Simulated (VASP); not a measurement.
# HoS4 (Pm-3m) in VASP: a series of runs

Runs on HoS4. Level: PBE. Tasks: single point, relaxation of cell and atoms.

Program: VASP 6.6.1. These are calculated values, not measurements. Logs are shortened: lines on timing, memory, paths and dates and some standing lists are left out, and cuts for length are marked.

**1. The cell of the first run**

It takes space group Pm-3m (No. 221, cubic). Conventional cell: a = 5.080 Å, b = 5.080 Å, c = 5.080 Å, α = 90.00°, β = 90.00°, γ = 90.00°. Within 3.4 Å of Ho (site symmetry m-3m) lie 6 S at 2.54 Å. S (site symmetry m-3m) has 12 S at 3.59 Å and 8 Ho at 4.40 Å within 4.7 Å. S (site symmetry 4/mmm) has 2 Ho at 2.54 Å within 3.4 Å.

The cell was generated, and may not be a known phase.

**2. Single point, PBE**

The input, INCAR:

```
  PREC = Accurate
  ENCUT = 500
  EDIFF = 1E-6
  ISMEAR = 0
  SIGMA = 0.1
  LREAL = False
  LASPH = True
  NELM = 200
  ALGO = Normal
  ISIF = 2
  LWAVE = False
  LCHARG = True
  GGA = PE
  LELF = True
  LVHAR = True
  NBANDS = 24
  GGA_COMPAT = False
  LMAXMIX = 6
```

The input, KPOINTS:

```
Automatic mesh
0
Gamma
  4 4 4
```

The input, POSCAR:

```
HoS4
1.0
    5.0804690700      0.0000000000      0.0000000000
    0.0000000000      5.0804690700      0.0000000000
    0.0000000000      0.0000000000      5.0804690700
Ho S
1 4
Direct
    0.0000000000      0.0000000000      0.0000000000
    0.5000000000      0.5000000000      0.5000000000
    0.5000000000      0.0000000000      0.0000000000
    0.0000000000      0.5000000000      0.0000000000
    0.0000000000      0.0000000000      0.5000000000
```

Potentials or basis: VASP PAW PBE potentials, release 64 (Ho_3, S), 4f in core.

Command:

```bash
> cat potpaw_PBE.64/Ho_3/POTCAR potpaw_PBE.64/S/POTCAR > POTCAR
> mpirun -np 1 vasp_std > vasp.out
```

OUTCAR:

```text
PREC = Accurate
   ENCUT = 500
   EDIFF = 1E-6
   ISMEAR = 0
   LREAL = False
   LASPH = True
   NELM = 200
   ISIF = 2
   GGA = PE

 ion  position               nearest neighbor table
   1  0.000  0.000  0.000-   3 2.54   4 2.54   5 2.54   5 2.54   4 2.54   3 2.54
   2  0.500  0.500  0.500-
   3  0.500  0.000  0.000-   1 2.54   1 2.54
   4  0.000  0.500  0.000-   1 2.54   1 2.54
   5  0.000  0.000  0.500-   1 2.54   1 2.54

  LATTYP: Found a simple cubic cell.
 ALAT       =     5.0804690700

  Lattice vectors:

 A1 = (   5.0804690700,   0.0000000000,   0.0000000000)
 A2 = (   0.0000000000,   5.0804690700,   0.0000000000)
 A3 = (   0.0000000000,   0.0000000000,   5.0804690700)

Analysis of symmetry for initial positions (statically):
=====================================================================
 Subroutine PRICEL returns:
 Original cell was already a primitive cell.

 Routine SETGRP: Setting up the symmetry group for a
 simple cubic supercell.

 Subroutine GETGRP returns: Found 48 space group operations
 (whereof 48 operations were pure point group operations)
 out of a pool of 48 trial point group operations.

The static configuration has the point symmetry O_h .

Analysis of symmetry for dynamics (positions and initial velocities):
=====================================================================
 Subroutine PRICEL returns:
 Original cell was already a primitive cell.

 Routine SETGRP: Setting up the symmetry group for a
 simple cubic supercell.

 Subroutine GETGRP returns: Found 48 space group operations
 (whereof 48 operations were pure point group operations)
 out of a pool of 48 trial point group operations.

The dynamic configuration has the point symmetry O_h .

 Subroutine INISYM returns: Found 48 space group operations
 (whereof 48 operations are pure point group operations),
 and found     1 'primitive' translations

----------------------------------------------------------------------------------------

                                     Primitive cell

  volume of cell :     131.1328

[... 68 lines left out ...]
   NGXF,Y,Z  is equivalent  to a cutoff of  26.18, 26.18, 26.18 a.u.
 SYSTEM =  unknown system
   PREC   = accura    normal or accurate (medium, high low for compatibility)
   ISTART =      0    job   : 0-new  1-cont  2-samecut
   ICHARG =      2    charge: 1-file 2-atom 10-const
   ISPIN  =      1    spin polarized calculation?
   LNONCOLLINEAR =      F non collinear calculations
   LSORBIT =      F    spin-orbit coupling
   LASPH  =      T    aspherical Exc in radial PAW
   ENCUT  =  500.0 eV  36.75 Ry    6.06 a.u.   9.26  9.26  9.26*2*pi/ulx,y,z
   NELM   =    200;   NELMIN=  2; NELMDL= -5     # of ELM steps
   EDIFF  = 0.1E-05   stopping-criterion for ELM
   LREAL  =      F    real-space projection
[... 7 lines left out ...]
   TEBEG  =    0.0;   TEEND  =   0.0 temperature during run
   PSTRESS=    0.0 pullay stress
   NELECT =      33.0000    total number of electrons
   NUPDOWN=      -1.0000    fix difference up-down
   EMIN   =  10.00;   EMAX   =-10.00  energy-range for DOS
   EFERMI =   0.00;   METHOD = LEGACY
   ISMEAR =     0;   SIGMA  =   0.10  broadening in eV -4-tet -1-fermi 0-gaus
   EFERMI_NEDOS =   21; number of points for ismear=-14 and -15
   IALGO  =     38    algorithm
   IMIX   =      4    mixing-type and parameters
     AMIX     =   0.40;   BMIX     =  1.00
     AMIX_MAG =   1.60;   BMIX_MAG =  1.00
  volume/ion in A,a.u.               =      26.23       176.99
  Fermi-wavevector in a.u.,A,eV,Ry     =   1.033576  1.953175 14.534817  1.068279
  Thomas-Fermi vector in A             =   2.167829
   LORBIT       =      0    0 simple, 1 ext, 2 COOP (PROOUT), +10 PAW based schemes
   GGA     = PE    functional components
   LHFCALC =     F    Hartree Fock is set to
   AEXX    =    0.0000 exact exchange contribution
   IVDW    =     0    specifies the selected vdW correction
   LEPSILON=     F    determine dielectric tensor
   LRPA    =     F    only Hartree local field effects (RPA)
 non-spin polarized calculation
 Gauss-broadening in eV      SIGMA  =   0.10
  energy-cutoff  :      500.00
  volume of cell :      131.13
 maximum number of plane-waves:      3362
 NGX is ok and might be reduce to    40
   NGX = 19   NGY = 19   NGZ = 19

 number of electron      32.9999989 magnetization

 Free energy of the ion-electron system (eV)
  ---------------------------------------------------
  ext. energy  EPLUGINS =         0.00000000
  ---------------------------------------------------
  free energy    TOTEN  =       -19.56496505 eV

  energy without entropy =      -19.51591047  energy(sigma->0) =      -19.54043776

 E-fermi :   1.2458     XC(G=0):  -8.8846

 val. band max:        1.2388612272   @ k =   0.5000   0.0000   0.0000
 cond. band min:       1.2502828007   @ k =   0.2500   0.0000   0.0000
 fundamental gap:      0.0114215734
 Fermi energy:         1.2457843747

 k-point     1 :       0.0000    0.0000    0.0000
  band No.  band energies     occupation
      1     -20.7573      2.00000
      2     -20.7573      2.00000
      3     -20.7573      2.00000
      4     -10.9209      2.00000
      5      -9.8715      2.00000
      6      -9.8715      2.00000
[... 259 lines left out ...]
     23       8.6406      0.00000
     24       8.6406      0.00000

------------------------ aborting loop because EDIFF is reached ----------------------------------------

  FORCE on cell =-STRESS in cart. coord.  units (eV):
  Direction    XX          YY          ZZ          XY          YZ          ZX
  --------------------------------------------------------------------------------------
  -------------------------------------------------------------------------------------
  Total        2.8606241      2.8606241      2.8606241      0.0000000     -0.0000000      0.0000000
  in kB       34.9510269     34.9510269     34.9510269      0.0000000     -0.0000000      0.0000000
  external PRESSURE =      34.9510269 kB  Pullay stress =       0.0000000 kB

 VOLUME and BASIS-vectors are now :
 -----------------------------------------------------------------------------
  energy-cutoff  :      500.00
  volume of cell :      131.13
      direct lattice vectors                 reciprocal lattice vectors
     5.080469070  0.000000000  0.000000000     0.196832219  0.000000000  0.000000000
     0.000000000  5.080469070  0.000000000     0.000000000  0.196832219  0.000000000
     0.000000000  0.000000000  5.080469070     0.000000000  0.000000000  0.196832219

 POSITION                                       TOTAL-FORCE (eV/Angst)
 -----------------------------------------------------------------------------------
      0.00000      0.00000      0.00000         0.000000      0.000000      0.000000
      2.54023      2.54023      2.54023         0.000000      0.000000      0.000000
      2.54023      0.00000      0.00000         0.000000      0.000000      0.000000
      0.00000      2.54023      0.00000         0.000000      0.000000      0.000000
      0.00000      0.00000      2.54023         0.000000      0.000000      0.000000
 -----------------------------------------------------------------------------------
    total drift:                                0.000000      0.000000     -0.000000

  FREE ENERGIE OF THE ION-ELECTRON SYSTEM (eV)
  ---------------------------------------------------
  free  energy   TOTEN  =       -19.5649650479 eV

  energy  without entropy=      -19.5159104655  energy(sigma->0) =      -19.54043776
```

stdout:

```text
POSCAR found type information on POSCAR HoS
 POSCAR found :  2 types and       5 ions
 scaLAPACK will be used
 LDA part: xc-table for (Slater+PW92), standard interpolation
 POSCAR, INCAR and KPOINTS ok, starting setup
 FFT: planning ... GRIDC
 FFT: planning ... GRID_SOFT
 FFT: planning ... GRID
 WAVECAR not read
 entering main loop
```

Run time: 31 s. Hardware: 1 thread of AMD EPYC 9R45 (Zen 5), shared host; peak memory 0.21 GiB.

Results:

- Free energy: -19.5650 eV
- Pressure: 3.5 GPa
- Band gap on the k mesh: zero (an odd number of electrons rules out a gap without spin polarisation)

Caveat: the cell stands under pressure; spin-orbit coupling is left out, which moves the levels of the heavy elements; the 4f electrons are frozen in the core, so they carry no moment and show no levels; the run has no spin polarisation, though such a crystal can be magnetic. With open d or f shells a metallic result of PBE can be an artefact of self-interaction; +U or a hybrid may open a gap.

**3. Single point, PBE**

This run uses another cell than the first one, of 27.98 Å³/atom.

The input, INCAR:

```
SYSTEM = HoS4
PREC = Accurate ; ENCUT = 500
EDIFF = 1E-6 ; ISMEAR = 0
SIGMA = 0.1 ; LREAL = .False.
LASPH = .True. ; NELM = 200
ALGO = Normal ; ISIF = 2
LWAVE = .False. ; LCHARG = .False.
GGA = PE ; NBANDS = 24
GGA_COMPAT = .False. ; LMAXMIX = 6
```

The input, KPOINTS:

```
Automatic mesh
0
Gamma
  4 4 4
  0 0 0
```

POSCAR, as its differences from that of step 2:

```diff
@@ -2,5 +2,5 @@
 1.0
-    5.0804690700      0.0000000000      0.0000000000
-    0.0000000000      5.0804690700      0.0000000000
-    0.0000000000      0.0000000000      5.0804690700
+    5.1913415895      0.0000000000      0.0000000000
+    0.0000000000      5.1913415895      0.0000000000
+    0.0000000000      0.0000000000      5.1913415895
 Ho S
```

Potentials or basis: VASP PAW PBE potentials, release 64 (Ho_3, S), 4f in core.

Command:

```bash
> cat potpaw_PBE.64/Ho_3/POTCAR potpaw_PBE.64/S/POTCAR > POTCAR
> mpirun -np 1 vasp_std > vasp.out
```

Run time: 29 s. Hardware: 1 thread of AMD EPYC 9R45 (Zen 5), shared host; peak memory 0.22 GiB.

The run converged. Its results:

| Quantity | Value |
| --- | --- |
| Free energy | -19.6638 eV |
| Pressure | 0.2 GPa |
| Band gap on the k mesh | zero (an odd number of electrons rules out a gap without spin polarisation) |

Levels at points of the mesh, in eV from the Fermi level:
```csv
k point,band 14,band 15,band 16,band 17,band 18,band 19
"(0.00, 0.00, 0.00)",-0.41,-0.41,-0.41,0.63,0.63,0.63
"(0.50, 0.00, 0.00)",-0.70,-0.66,-0.05,-0.05,0.00,0.00
"(0.50, 0.50, 0.00)",-1.24,-0.88,-0.69,0.39,0.39,0.44
"(0.50, 0.50, 0.50)",0.19,0.19,0.19,0.46,0.46,0.46
```

Caveat: spin-orbit coupling is left out, which moves the levels of the heavy elements; the 4f electrons are frozen in the core, so they carry no moment and show no levels; the run has no spin polarisation, though such a crystal can be magnetic. Spin polarisation is off, so any magnetic state and its effect on volume and gap are missing.

**4. Relaxation of cell and atoms, PBE**

The input, INCAR:

```
SYSTEM = HoS4
PREC = Accurate
ENCUT = 500
EDIFF = 1E-7
ISMEAR = 0
SIGMA = 0.1
LREAL = .False.
LASPH = .True.
NELM = 200
ALGO = Normal
ISIF = 3
LWAVE = .False.
LCHARG = .False.
GGA = PE
IBRION = 2
NSW = 90
EDIFFG = -0.04
GGA_COMPAT = .False.
NELMIN = 4
LMAXMIX = 6
```

KPOINTS is that of step 3.

POSCAR, as its differences from that of step 3:

```diff
@@ -2,5 +2,5 @@
 1.0
-    5.1913415895      0.0000000000      0.0000000000
-    0.0000000000      5.1913415895      0.0000000000
-    0.0000000000      0.0000000000      5.1913415895
+    5.0804690700      0.0000000000      0.0000000000
+    0.0000000000      5.0804690700      0.0000000000
+    0.0000000000      0.0000000000      5.0804690700
 Ho S
```

Command:

```bash
> cat potpaw_PBE.64/Ho_3/POTCAR potpaw_PBE.64/S/POTCAR > POTCAR
> mpirun -np 1 vasp_std > vasp.out
```

It took 60 s on 1 thread of AMD EPYC 9R45 (Zen 5), shared host; peak memory 0.22 GiB.

Results (log left out):

- Free energy: -19.6621 eV
- Relaxed volume: 28.11 Å³/atom
- Relaxed cell: a = 5.199 Å, b = 5.199 Å, c = 5.199 Å, α = 90.00°, β = 90.00°, γ = 90.00°
- Space group after relaxing (to 0.1 Å): Pm-3m (No. 221)
- Energy gained by relaxing: 19.4 meV/atom
- Ionic steps: 3
- Pressure after relaxing: 0.0 GPa
- Band gap on the k mesh: zero (an odd number of electrons rules out a gap without spin polarisation)

Step by step:
| step | energy change (eV) | largest force (eV/Å) | pressure (GPa) | volume (Å³) |
| --- | --- | --- | --- | --- |
| 1 | 0.0000 | 0.0000 | 3.50 | 131.13 |
| 2 | -0.0942 | 0.0000 | -0.53 | 142.31 |
| 3 | -0.0971 | 0.0000 | 0.01 | 140.54 |

Final structure:
```
CELL_PARAMETERS angstrom
5.19912 0.00000 0.00000
0.00000 5.19912 0.00000
0.00000 0.00000 5.19912
ATOMIC_POSITIONS crystal
Ho 0.00000 0.00000 0.00000
S 0.50000 0.50000 0.50000
S 0.50000 0.00000 0.00000
S 0.00000 0.50000 0.00000
S 0.00000 0.00000 0.50000
```

Levels at points of the mesh, in eV from the Fermi level:
| k point | band 13 | band 14 | band 15 | band 16 | band 17 | band 18 | band 19 | band 20 |
| --- | --- | --- | --- | --- | --- | --- | --- | --- |
| (0.00, 0.00, 0.00) | -0.44 | -0.41 | -0.41 | -0.41 | 0.62 | 0.62 | 0.62 | 3.25 |
| (0.50, 0.00, 0.00) | -1.02 | -0.70 | -0.65 | -0.06 | -0.06 | 0.00 | 0.00 | 3.36 |
| (0.50, 0.50, 0.00) | -1.23 | -1.23 | -0.88 | -0.68 | 0.39 | 0.39 | 0.44 | 5.41 |
| (0.50, 0.50, 0.50) | -2.39 | 0.19 | 0.19 | 0.19 | 0.46 | 0.46 | 0.46 | 6.73 |

Caveat: spin-orbit coupling is left out, which moves the levels of the heavy elements; the 4f electrons are frozen in the core, so they carry no moment and show no levels; the run has no spin polarisation, though such a crystal can be magnetic. Spin polarisation is off, so any magnetic state and its effect on volume and gap are missing.

(Part 1 of 2 ends here.)

The gap in the log of VASP goes by the Fermi energy; the results here count the filled bands.